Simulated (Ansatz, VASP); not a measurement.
# One calculation of Ir, two programs

```
CELL_PARAMETERS angstrom
1.66994 0.96414 3.09670
-1.66994 0.96414 3.09670
0.00000 -1.92828 3.09670
ATOMIC_POSITIONS crystal
Ir 0.22754 0.22754 0.22754
Ir 0.77246 0.77246 0.77246
```

Alike in both runs: task single point; functional PBEsol; k mesh 6 × 6 × 6; occupations gaussian, width 0.1 eV; no spin polarisation.

```csv
,VASP,Ansatz
version,VASP 6.6.1,Ansatz 0.2.0
potentials or method,"VASP PAW PBE potentials, release 64 (Ir), cutoff 500 eV","scalar-relativistic, plane waves, PAW"
valence electrons in the cell,18,34
```

Ansatz gave:

- gap on the k mesh at the Fermi level (eV): none
- rms of the force components (eV/Å): 3.600

Task: Estimate VASP's values.

Result: gap on the k mesh at the Fermi level (eV): none; rms of the force components (eV/Å): 3.454.

VASP's potentials were made for PBE, not for PBEsol. Atom by atom the forces differ by 0.146 eV/Å (rms over components). A gap of «none» marks a metal or a gap that the smearing closes. VASP's potentials hold 18 valence electrons a cell and Ansatz's 34, so a difference there can come from the potentials and not from the codes.

The k mesh is coarse, so the values compare programs but aren't converged. Neither program's run includes spin-orbit coupling.
